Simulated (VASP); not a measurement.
Crystal: TiAl3.

```
Ti Al
1.0
     4.53372    0.00000    0.00000
     0.00000    5.63947    0.00000
     0.00000    0.00000    4.77089
Ti Al
2 6
Direct
  0.00000 0.00000 0.67000
  0.50000 0.50000 0.33000
  0.00000 0.25000 0.16700
  0.00000 0.75000 0.16700
  0.50000 0.75000 0.83300
  0.50000 0.25000 0.83300
  0.50000 0.00000 0.33000
  0.00000 0.50000 0.67000
```

```yaml
Program: VASP 6.6.1
Task: relaxation of cell and atoms
Functional: r2SCAN
Potentials_or_basis: VASP PAW PBE potentials, release 64 (Ti_sv, Al)
Cutoff: 600 eV
k_mesh: 4 × 4 × 4
Occupations: gaussian, width 0.1 eV
Spin: no spin polarisation
```

At the start: pressure 3.9 GPa; volume 15.25 Å³/atom.

Task: How do energy, volume and symmetry change on relaxing?

Result: Over 10 steps the energy falls by 113.0 meV/atom and the volume is 15.61 Å³/atom (+2.4 %); space group Pmmn (No. 59, to 0.1 Å) before and after.

The path:
```tsv
step	energy change (eV)	largest force (eV/Å)	pressure (GPa)	volume (Å³)
1	0.0000	1.7007	3.86	121.98
2	-0.6312	1.0345	-2.69	128.39
3	-0.6645	0.8868	-3.93	130.00
4	-0.8430	0.4063	0.87	124.21
5	-0.8434	0.4070	1.16	123.90
6	-0.8997	0.1002	0.60	124.22
7	-0.8997	0.1030	0.61	124.21
8	-0.9033	0.0336	-0.43	125.35
9	-0.9035	0.0443	-0.26	125.15
10	-0.9043	0.0153	0.01	124.87
```

Final structure:
```cif
data_structure
_symmetry_space_group_name_H-M 'P 1'
_symmetry_Int_Tables_number 1
_cell_length_a 4.5265
_cell_length_b 5.3965
_cell_length_c 5.1120
_cell_angle_alpha 90.000
_cell_angle_beta 90.000
_cell_angle_gamma 90.000
_cell_volume 124.87
loop_
_atom_site_label
_atom_site_type_symbol
_atom_site_fract_x
_atom_site_fract_y
_atom_site_fract_z
_atom_site_occupancy
Ti1 Ti 0.00000 0.00000 0.62738 1
Ti2 Ti 0.50000 0.50000 0.37262 1
Al1 Al 0.00000 0.24585 0.15098 1
Al2 Al 0.00000 0.75415 0.15098 1
Al3 Al 0.50000 0.74585 0.84902 1
Al4 Al 0.50000 0.25415 0.84902 1
Al5 Al 0.50000 0.00000 0.32364 1
Al6 Al 0.00000 0.50000 0.67636 1
```

Caveat: the PAW data sets were made with another functional, which shifts forces and pressure a little.
